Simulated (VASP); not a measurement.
# Mo (P6/mmm) in VASP: notebook

Mo is run at these levels: PBEsol; tasks: single point.

All numbers are computed with VASP 6.6.1; they aren't measurements. Logs are shortened: lines on timing, memory, paths and dates and some standing lists are left out, and cuts for length are marked.

### 1 The cell of the first run

Symmetry: P6/mmm, No. 191, hexagonal system. The conventional cell has a = 2.895 Å, b = 2.895 Å, c = 2.236 Å, α = 90.00°, β = 90.00°, γ = 120.00°. Within 3.0 Å of Mo (site symmetry 6/mmm) lie 8 Mo at 2.24 to 2.89 Å.

This isn't the form of Mo at room conditions, which is bcc.

### 2 Single point, PBEsol

Contents of INCAR:

```
SYSTEM = Mo
  PREC = Accurate
  ENCUT = 520
  EDIFF = 1E-6
  ISMEAR = 0
  SIGMA = 0.15
  LREAL = .FALSE.
  LASPH = .TRUE.
  NELM = 100
  ALGO = Fast
  ISIF = 2
  LWAVE = .FALSE.
  LCHARG = .FALSE.
  GGA = PS
  NBANDS = 13
```

Contents of KPOINTS:

```
Automatic mesh
0
G
  30 30 26
  0 0 0
```

Contents of POSCAR:

```
Mo
1.0
    2.8949935325      0.0000000000      0.0000000000
   -1.4474967663      2.5071379429      0.0000000000
    0.0000000000      0.0000000000      2.2361780237
Mo
1
Direct
    0.0000000000      0.0000000000      0.5000000000
```

Potentials or basis: VASP PAW PBE potentials, release 64 (Mo_sv).

Started as:

```console
cat potpaw_PBE.64/Mo_sv/POTCAR > POTCAR
mpirun -np 1 vasp_std > vasp.out
```

OUTCAR:

```text
SYSTEM = Mo
   PREC = Accurate
   ENCUT = 520
   EDIFF = 1E-6
   ISMEAR = 0
   LREAL = .FALSE.
   LASPH = .TRUE.
   NELM = 100
   ISIF = 2
   GGA = PS

 ion  position               nearest neighbor table
   1  0.000  0.000  0.500-

  LATTYP: Found a hexagonal cell.
 ALAT       =     2.8949935325
 C/A-ratio  =     0.7724293677

  Lattice vectors:

 A1 = (   2.8949935325,   0.0000000000,   0.0000000000)
 A2 = (  -1.4474967663,   2.5071379429,   0.0000000000)
 A3 = (   0.0000000000,   0.0000000000,   2.2361780237)

Analysis of symmetry for initial positions (statically):
=====================================================================
 Subroutine PRICEL returns:
 Original cell was already a primitive cell.

 Routine SETGRP: Setting up the symmetry group for a
 hexagonal supercell.

 Subroutine GETGRP returns: Found 24 space group operations
 (whereof 24 operations were pure point group operations)
 out of a pool of 24 trial point group operations.

The static configuration has the point symmetry D_6h.

Analysis of symmetry for dynamics (positions and initial velocities):
=====================================================================
 Subroutine PRICEL returns:
 Original cell was already a primitive cell.

 Routine SETGRP: Setting up the symmetry group for a
 hexagonal supercell.

 Subroutine GETGRP returns: Found 24 space group operations
 (whereof 24 operations were pure point group operations)
 out of a pool of 24 trial point group operations.

The dynamic configuration has the point symmetry D_6h.

 Subroutine INISYM returns: Found 24 space group operations
 (whereof 24 operations are pure point group operations),
 and found     1 'primitive' translations

----------------------------------------------------------------------------------------

                                     Primitive cell

  volume of cell :      16.2305

  direct lattice vectors                    reciprocal lattice vectors
     2.894993533  0.000000000  0.000000000     0.345423915  0.199430590  0.000000000
    -1.447496766  2.507137943  0.000000000     0.000000000  0.398861181  0.000000000
     0.000000000  0.000000000  2.236178024     0.000000000  0.000000000  0.447191587

  length of vectors
     2.894993533  2.894993532  2.236178024     0.398861181  0.398861181  0.447191587

  position of ions in fractional coordinates (direct lattice)
     0.000000000  0.000000000  0.500000000

  ion indices of the primitive-cell ions
[... 83 lines left out ...]
   TEBEG  =    0.0;   TEEND  =   0.0 temperature during run
   PSTRESS=    0.0 pullay stress
   NELECT =      14.0000    total number of electrons
   NUPDOWN=      -1.0000    fix difference up-down
   EMIN   =  10.00;   EMAX   =-10.00  energy-range for DOS
   EFERMI =   0.00;   METHOD = LEGACY
   ISMEAR =     0;   SIGMA  =   0.15  broadening in eV -4-tet -1-fermi 0-gaus
   EFERMI_NEDOS =   21; number of points for ismear=-14 and -15
   IALGO  =     68    algorithm
   IMIX   =      4    mixing-type and parameters
     AMIX     =   0.40;   BMIX     =  1.00
     AMIX_MAG =   1.60;   BMIX_MAG =  1.00
  volume/ion in A,a.u.               =      16.23       109.53
  Fermi-wavevector in a.u.,A,eV,Ry     =   1.558380  2.944912 33.042416  2.428549
  Thomas-Fermi vector in A             =   2.661893
   LORBIT       =      0    0 simple, 1 ext, 2 COOP (PROOUT), +10 PAW based schemes
   GGA     = PS    functional components
   LHFCALC =     F    Hartree Fock is set to
   AEXX    =    0.0000 exact exchange contribution
   IVDW    =     0    specifies the selected vdW correction
   LEPSILON=     F    determine dielectric tensor
   LRPA    =     F    only Hartree local field effects (RPA)
 non-spin polarized calculation
 RMM-DIIS sequential band-by-band and
 Gauss-broadening in eV      SIGMA  =   0.15
  energy-cutoff  :      520.00
  volume of cell :       16.23
 maximum number of plane-waves:       464
 NGX is ok and might be reduce to    24

 number of electron      13.9999999 magnetization

 Free energy of the ion-electron system (eV)
  ---------------------------------------------------
  ext. energy  EPLUGINS =         0.00000000
  ---------------------------------------------------
  free energy    TOTEN  =       -10.55269368 eV

  energy without entropy =      -10.54156832  energy(sigma->0) =      -10.54713100

 E-fermi :  11.5099     XC(G=0): -13.1722

 val. band max:       11.5092538630   @ k =   0.1333   0.0000   0.3077
 cond. band min:      11.5113724172   @ k =   0.3333   0.1000   0.2692
 fundamental gap:      0.0021185542
 Fermi energy:        11.5099288810

 k-point     1 :       0.0000    0.0000    0.0000
  band No.  band energies     occupation
      1     -49.5387      2.00000
      2     -22.9992      2.00000
      3     -22.9992      2.00000
      4     -21.2381      2.00000
      5       4.8346      2.00000
      6       6.6514      2.00000
      7      10.2625      2.00000
      8      10.2625      2.00000
      9      17.1553      0.00000
     10      17.1553      0.00000
     11      23.2194      0.00000
     12      30.4460      0.00000
     13      30.4460      0.00000
[... 354 lines left out ...]
  band No.  band energies     occupation
      1     -49.4657      2.00000
      2     -23.5413      2.00000
      3     -23.1288      2.00000
      4     -21.1974      2.00000
      5       6.8582      2.00000
      6       7.0198      2.00000
      7       9.4139      2.00000
      8      12.5306      0.00000
      9      16.0913      0.00000
     10      16.9228      0.00000
     11      23.9625      0.00000
     12      26.3598      0.00000
     13      29.1511      0.00000

 [... further k-points ...]

------------------------ aborting loop because EDIFF is reached ----------------------------------------

  FORCE on cell =-STRESS in cart. coord.  units (eV):
  Direction    XX          YY          ZZ          XY          YZ          ZX
  --------------------------------------------------------------------------------------
  -------------------------------------------------------------------------------------
  Total       -1.1251572     -1.1251572      6.1708702      0.0000000      0.0000000     -0.0000000
  in kB     -111.0686717   -111.0686717    609.1507587      0.0000000      0.0000000     -0.0000000
  external PRESSURE =     129.0044718 kB  Pullay stress =       0.0000000 kB

 VOLUME and BASIS-vectors are now :
 -----------------------------------------------------------------------------
  energy-cutoff  :      520.00
  volume of cell :       16.23
      direct lattice vectors                 reciprocal lattice vectors
     2.894993533  0.000000000  0.000000000     0.345423915  0.199430590  0.000000000
    -1.447496766  2.507137943  0.000000000     0.000000000  0.398861181  0.000000000
     0.000000000  0.000000000  2.236178024     0.000000000  0.000000000  0.447191587

 POSITION                                       TOTAL-FORCE (eV/Angst)
 -----------------------------------------------------------------------------------
      0.00000      0.00000      1.11809        -0.000000      0.000000      0.000000
 -----------------------------------------------------------------------------------
    total drift:                               -0.000000      0.000000      0.000000

  FREE ENERGIE OF THE ION-ELECTRON SYSTEM (eV)
  ---------------------------------------------------
  free  energy   TOTEN  =       -10.5526936785 eV

  energy  without entropy=      -10.5415683195  energy(sigma->0) =      -10.54713100
```

stdout:

```text
POSCAR found type information on POSCAR Mo
 POSCAR found :  1 types and       1 ions
 scaLAPACK will be used
 -----------------------------------------------------------------------------
|                                                                             |
|                                                                             |
|     You enforced a specific xc type in the INCAR file but a different       |
|     I HOPE YOU KNOW WHAT YOU ARE DOING!                                     |
|                                                                             |
 -----------------------------------------------------------------------------

 LDA part: xc-table for (Slater+PW92), standard interpolation
 POSCAR, INCAR and KPOINTS ok, starting setup
 FFT: planning ... GRIDC
 FFT: planning ... GRID_SOFT
 FFT: planning ... GRID
 WAVECAR not read
 entering main loop
```

Run time: 2.3 min. Hardware: 1 thread of Intel Xeon 8259CL, shared host; peak memory 0.35 GiB.

Results:

* Free energy: -10.5527 eV
* Pressure: 12.9 GPa
* Band gap on the k mesh: zero (bands 7 and 8 overlap by 2.04 eV)

Stress tensor (GPa, compression positive):
```
-11.11   0.00   0.00
  0.00 -11.11   0.00
  0.00   0.00  60.92
```

Caveat: the cell stands under pressure; the PAW data sets were made with another functional, which shifts forces and pressure a little.

### 3 Single point, PBEsol

This run uses another cell than the first one, of the same volume but with other edges.

Contents of INCAR:

```
SYSTEM = Mo
PREC = Accurate
ENCUT = 520
EDIFF = 1E-7
ISMEAR = 0
SIGMA = 0.15
LREAL = .FALSE.
LASPH = .TRUE.
NELM = 80
ALGO = Fast
ISIF = 2
LWAVE = .FALSE.
LCHARG = .TRUE.
GGA = PS
LELF = .TRUE.
LVHAR = .TRUE.
NBANDS = 13
```

KPOINTS is that of step 2.

Contents of POSCAR:

```
Mo
1.0
    2.5806364337      0.0000000000      0.0000000000
   -1.2903182168      2.2348967095      0.0000000000
    0.0000000000      0.0000000000      2.8141544027
Mo
1
Direct
    0.0000000000      0.0000000000      0.5000000000
```

Potentials or basis: VASP PAW PBE potentials, release 64 (Mo_sv).

Started as:

```console
cat potpaw_PBE.64/Mo_sv/POTCAR > POTCAR
mpirun -np 1 vasp_std > vasp.out
```

Run time: 3.3 min. Hardware: 1 thread of Intel Xeon 8259CL, shared host; peak memory 0.35 GiB.

Results (log left out):

```
Free energy            : -10.5852 eV
Pressure               : 9.0 GPa
Band gap on the k mesh : zero (bands 7 and 8 overlap by 2.26 eV)
```

Stress tensor (GPa, compression positive):
```
 21.13   0.00   0.00
  0.00  21.13   0.00
  0.00   0.00 -15.38
```

Levels at points of the mesh, in eV from the Fermi level:
```tsv
k point	band 5	band 6	band 7	band 8	band 9	band 10
(0.00, 0.00, 0.00)	-6.93	-4.46	-0.92	-0.92	3.96	3.96
(0.50, 0.00, 0.00)	-5.53	-2.23	-1.07	1.83	2.88	5.71
(0.00, 0.00, 0.50)	-4.74	-1.13	-0.56	-0.56	2.32	2.32
(0.50, 0.00, 0.50)	-5.41	-4.77	0.74	5.15	5.83	5.85
```

Caveat: the cell stands under pressure; the PAW data sets were made with another functional, which shifts forces and pressure a little.

### 4 Single point, PBEsol

This run uses another cell than the first one, of the same volume but with other edges.

Contents of INCAR:

```
SYSTEM = Mo
  ALGO = Fast
  EDIFF = 1E-7
  ENCUT = 520
  GGA = PS
  ISIF = 2
  ISMEAR = 0
  LASPH = .True.
  LCHARG = .False.
  LREAL = .False.
  LWAVE = .False.
  NBANDS = 13
  NELM = 80
  PREC = Accurate
  SIGMA = 0.15
```

Contents of KPOINTS:

```
k-points
0
Gamma
  30 30 26
  0 0 0
```

Contents of POSCAR:

```
Mo
1.0
    2.8196246412      0.0000000000      0.0000000000
   -1.4098123206      2.4418665685      0.0000000000
    0.0000000000      0.0000000000      2.3573223628
Mo
1
Direct
    0.0000000000      0.0000000000      0.5000000000
```

Started as:

```console
cat potpaw_PBE.64/Mo_sv/POTCAR > POTCAR
mpirun -np 1 vasp_std > vasp.out
```

Run time: 2.7 min. Hardware: 1 thread of Intel Xeon 8259CL, shared host; peak memory 0.35 GiB.

Results (log left out):

```
Free energy            : -10.8032 eV
Pressure               : 3.8 GPa
Band gap on the k mesh : zero (bands 7 and 8 overlap by 1.76 eV)
```

Stress tensor (GPa, compression positive):
```
-4.94  0.00  0.00
 0.00 -4.94  0.00
 0.00  0.00 21.35
```

Levels at points of the mesh, in eV from the Fermi level:
```tsv
k point	band 4	band 5	band 6	band 7	band 8	band 9	band 10	band 11
(0.00, 0.00, 0.00)	-33.34	-6.68	-4.56	-1.00	-1.00	5.00	5.00	12.33
(0.50, 0.00, 0.00)	-33.24	-4.80	-3.73	0.76	2.76	3.87	4.52	9.35
(0.00, 0.00, 0.50)	-33.94	-2.77	-0.33	-0.33	0.41	0.41	1.11	13.23
(0.50, 0.00, 0.50)	-34.16	-5.57	-2.45	-1.42	4.57	7.04	7.15	7.63
```

Caveat: the cell stands under pressure; the PAW data sets were made with another functional, which shifts forces and pressure a little.

### 5 Summary

```csv
cell,further INCAR settings,gap on the mesh (eV),pressure (GPa)
"a = 2.895, b = 2.895, c = 2.236 Å, angles 90.0, 90.0, 120.0°, 1 atom",ALGO = Fast; EDIFF = 1e-06; NBANDS = 13,none,12.9
"a = 2.581, b = 2.581, c = 2.814 Å, angles 90.0, 90.0, 120.0°, 1 atom",ALGO = Fast; EDIFF = 1e-07; NBANDS = 13,none,9.0
"a = 2.820, b = 2.820, c = 2.357 Å, angles 90.0, 90.0, 120.0°, 1 atom",ALGO = Fast; EDIFF = 1e-07; NBANDS = 13,none,3.8
```

Alike in all rows: task single point; level PBEsol; potentials or basis VASP PAW PBE potentials, release 64 (Mo_sv); no spin polarisation; k mesh 30 × 30 × 26; cutoff (eV) 520; smearing gaussian 0.15 eV.

Caveats: the cell stands under pressure; the PAW data sets were made with another functional, which shifts forces and pressure a little.

Total energies depend on the potentials used, so only differences within one code and one set of settings carry meaning.
